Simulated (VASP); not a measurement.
Here is a VASP 6.6.1 calculation.

File INCAR:

```
SYSTEM = BeSnI3
  PREC = Accurate
  ENCUT = 600
  EDIFF = 1E-7
  ISMEAR = -1
  SIGMA = 0.0157
  LREAL = .False.
  LASPH = .True.
  NELM = 80
  ALGO = Normal
  ISIF = 3
  LWAVE = .False.
  LCHARG = .False.
  GGA = PE
  IBRION = 2
  NSW = 80
  EDIFFG = -0.01
```

File KPOINTS:

```
regular mesh
0
Gamma
  6 6 6
  0 0 0
```

POSCAR

```
BeSnI3
1.0
    6.2050040000      0.0000000000      0.0000000000
    0.0000000000      6.2050040000      0.0000000000
    0.0000000000      0.0000000000      6.2050040000
Sn I Be
1 3 1
Direct
    0.5000000000      0.5000000000      0.5000000000
    0.0000000000      0.5000000000      0.5000000000
    0.5000000000      0.0000000000      0.5000000000
    0.5000000000      0.5000000000      0.0000000000
    0.0000000000      0.0000000000      0.0000000000
```

Potentials or basis: VASP PAW PBE potentials, release 64 (Sn_d, I, Be).

Run with:

```bash
$ cat potpaw_PBE.64/Sn_d/POTCAR potpaw_PBE.64/I/POTCAR potpaw_PBE.64/Be/POTCAR > POTCAR
$ mpirun -np 1 vasp_std > vasp.out
```

Question: Predict the band gap on the k mesh.

Answer: Zero (an odd number of electrons rules out a gap without spin polarisation).

Question: What does it give for the relaxed volume?

Answer: 44.37 Å³/atom.

Question: Predict the space group after relaxing (to 0.1 Å).

Answer: Pm-3m (No. 221).

Question: What does it give for the relaxed cell?

Answer: a = 6.054 Å, b = 6.054 Å, c = 6.054 Å, α = 90.00°, β = 90.00°, γ = 90.00°.

The path:
```csv
step,energy change (eV),largest force (eV/Å),pressure (GPa),volume (Å³)
1,0.0000,0.0000,-1.01,238.91
2,-0.0481,0.0000,-0.47,228.67
3,-0.0584,0.0000,-0.04,222.42
4,-0.0585,0.0000,0.00,221.83
```

Caveat: spin-orbit coupling is left out, which moves the levels of the heavy elements; an odd number of electrons without spin polarisation forces a metal; a magnetic or distorted state may lie lower.
